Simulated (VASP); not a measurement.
Input of a VASP 6.6.1 run:

Contents of INCAR:

```
PREC = Accurate ; ENCUT = 520
EDIFF = 1E-6 ; ISMEAR = 0
SIGMA = 0.05 ; LREAL = False
LASPH = True ; NELM = 100
ALGO = Fast ; ISIF = 2
LWAVE = False ; LCHARG = False
GGA = PE ; NBANDS = 16
```

Contents of KPOINTS:

```
regular mesh
0
Gamma
  8 8 8
```

POSCAR

```
Rb
1.0
    0.0000000000     -4.7579760000      0.0000000000
    4.7579760000      0.0000000000      0.0000000000
   -2.3789880000      2.3789880000      8.4886690000
Rb
2
Direct
    0.2500000000      0.7500000000      0.5000000000
    0.5088353074      0.5088353074      0.0176706148
```

Potentials or basis: VASP PAW PBE potentials, release 64 (Rb_sv).

Launch:

```bash
$ cat potpaw_PBE.64/Rb_sv/POTCAR > POTCAR
$ mpirun -np 1 vasp_std > vasp.out
```

**Question.** What does it give for the largest force?

**Answer.** 0.057 eV/Å.

**Question.** Estimate the band gap on the k mesh.

**Answer.** Zero (bands 9 and 10 overlap by 2.25 eV).

**Question.** What does it give for the pressure?

**Answer.** 0.0 GPa.

Stress tensor (GPa, compression positive):
```
-0.05  0.00  0.00
 0.00  0.02  0.00
 0.00  0.00  0.04
```
